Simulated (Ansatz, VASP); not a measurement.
**Two plane-wave programs on Sc2BP3**

```
CELL_PARAMETERS angstrom
2.68795 1.55189 3.51065
-2.68795 1.55189 3.51065
0.00000 -3.10378 3.51065
ATOMIC_POSITIONS crystal
Sc 0.13629 0.13629 0.13629
Sc 0.86371 0.86371 0.86371
B 0.50000 0.50000 0.50000
P 0.00000 0.50000 0.50000
P 0.50000 0.00000 0.50000
P 0.50000 0.50000 0.00000
```

Change from the starting cell: species swapped into the Sm2Fe3Ru type (R-3m, No. 166).

Alike in both runs: functional PBE; k mesh 12 × 12 × 12; occupations gaussian, width 0.1 eV; no spin polarisation.

Ansatz relaxed the structure, and its values are those at the end. VASP's run is a single point on that final structure, the one shown.

|  | VASP | Ansatz |
| --- | --- | --- |
| version | VASP 6.6.1 | Ansatz 0.2.0 |
| potentials or method | VASP PAW PBE potentials, release 64 (Sc_sv, B, P), cutoff 520 eV | scalar-relativistic, plane waves, PAW |
| valence electrons in the cell | 40 | 40 |

|  | VASP | Ansatz | Ansatz less VASP |
| --- | --- | --- | --- |
| gap on the k mesh at the Fermi level (eV) | none | none | - |
| pressure (GPa) | 0.1 | 0.0 | -0.12 |
| rms of the force components (eV/Å) | 0.006 | 0.001 | -0.0049 |

A gap of «none» marks a metal or a gap that the smearing closes.
